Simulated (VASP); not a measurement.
The system is B3C2.

```
B C
1.0
     1.29723    0.74896    6.01334
    -1.29723    0.74896    6.01334
     0.00000   -1.49792    6.01334
B C
3 2
Direct
  0.00000 0.00000 0.00000
  0.20950 0.20950 0.20950
  0.79050 0.79050 0.79050
  0.40000 0.40000 0.40000
  0.60000 0.60000 0.60000
```

| Property | Result |
| --- | --- |
| Program | VASP 6.6.1 |
| Task | relaxation of cell and atoms |
| Functional | PBE |
| Potentials or basis | VASP PAW PBE potentials, release 64 (B_h, C_h) |
| Cutoff | 1300 eV |
| k mesh | 6 × 6 × 6 |
| Occupations | gaussian, width 0.1 eV |
| Spin | no spin polarisation |

At the start: pressure -36.3 GPa; volume 7.01 Å³/atom.

Task: How do energy, volume and symmetry change on relaxing?

Result: Over 30 steps the energy falls by 577.9 meV/atom and the volume is 8.32 Å³/atom (+18.6 %); space group R-3m (No. 166, to 0.1 Å) before and after.

The path:
```csv
step,energy change (eV),largest force (eV/Å),pressure (GPa),volume (Å³)
1,0.0000,2.3766,-36.33,35.05
2,-1.1904,0.3205,35.64,27.53
3,-1.3048,1.2383,13.71,28.98
4,-1.6480,1.2488,8.16,29.78
5,-1.7510,1.4036,3.85,30.37
6,-1.7538,1.4997,5.56,30.16
7,-1.7640,1.4542,4.70,30.26
8,-1.9999,0.5541,2.24,31.26
9,-2.0300,0.2926,1.59,31.76
10,-2.3986,0.4218,9.59,32.54
11,-2.4438,0.5659,17.56,33.05
12,-2.6873,0.7671,2.96,36.37
13,-2.7261,0.6759,-3.95,38.27
14,-2.7722,0.4009,-2.61,38.55
15,-2.7896,0.5829,-1.51,38.83
16,-2.8188,0.4301,0.64,38.49
17,-2.8365,0.1626,4.36,37.95
18,-2.8487,0.0268,0.75,38.52
19,-2.8487,0.0270,0.73,38.53
20,-2.8563,0.0998,0.40,38.85
21,-2.8637,0.3164,-0.43,39.81
22,-2.8702,0.2620,-0.23,40.09
23,-2.8800,0.1269,0.24,40.76
24,-2.8762,0.3384,1.13,42.10
25,-2.8824,0.1830,0.60,41.23
26,-2.8837,0.0883,-2.18,41.86
27,-2.8856,0.1304,-0.99,41.58
28,-2.8887,0.0340,0.15,41.48
29,-2.8888,0.0354,0.33,41.47
30,-2.8895,0.0194,0.39,41.59
```

Final structure:
```cif
data_structure
_symmetry_space_group_name_H-M 'P 1'
_symmetry_Int_Tables_number 1
_cell_length_a 6.8247
_cell_length_b 6.8247
_cell_length_c 6.8247
_cell_angle_alpha 22.716
_cell_angle_beta 22.716
_cell_angle_gamma 22.716
_cell_volume 41.59
loop_
_atom_site_label
_atom_site_type_symbol
_atom_site_fract_x
_atom_site_fract_y
_atom_site_fract_z
_atom_site_occupancy
B1 B 0.00000 0.00000 0.00000 1
B2 B 0.25604 0.25604 0.25604 1
B3 B 0.74396 0.74396 0.74396 1
C1 C 0.40790 0.40790 0.40790 1
C2 C 0.59210 0.59210 0.59210 1
```

Caveat: the k points lie up to 0.45 Å⁻¹ apart in the final cell, too coarse for converged energies and pressures of a metal; the volume moved by over 15 % at a fixed basis, so the end points are rough; an odd number of electrons without spin polarisation forces a metal; a magnetic or distorted state may lie lower.
